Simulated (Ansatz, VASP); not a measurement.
## Two plane-wave programs on TiO2

```xyz
3
Lattice="0.0000 2.3276 2.3968 2.3276 0.0000 2.3968 2.3276 2.3276 0.0000" Properties=species:S:1:pos:R:3 pbc="T T T"
Ti    0.0000    0.0000    0.0000
O     1.1638    1.1638    1.1984
O     3.4913    3.4913    3.5952
```

Change from the starting cell: biaxial_xy strain -2.9%.

Alike in both runs: task single point; functional HSE06; k mesh 6 × 6 × 6; no spin polarisation.

|  | VASP | Ansatz |
| --- | --- | --- |
| version | VASP 6.6.1 | Ansatz 0.2.0 |
| potentials or method | VASP PAW PBE potentials, release 64 (Ti_sv, O) | plane waves, PAW |
| plane-wave cutoff (eV) | 520 | 420 |
| occupations | gaussian, width 0.01 eV | fixed |
| valence electrons in the cell | 24 | 24 |

|  | VASP | Ansatz | Ansatz less VASP |
| --- | --- | --- | --- |
| gap on the k mesh at the Fermi level (eV) | 2.44 | 2.47 | +0.032 |
| pressure (GPa) | 15.4 | 14.3 | -1.11 |
| traceless stress, the component that is largest in VASP (GPa) | -12.85 | -12.92 | -0.067 |

Ansatz's warnings: stress exchange threshold loose, stress scf threshold loose.
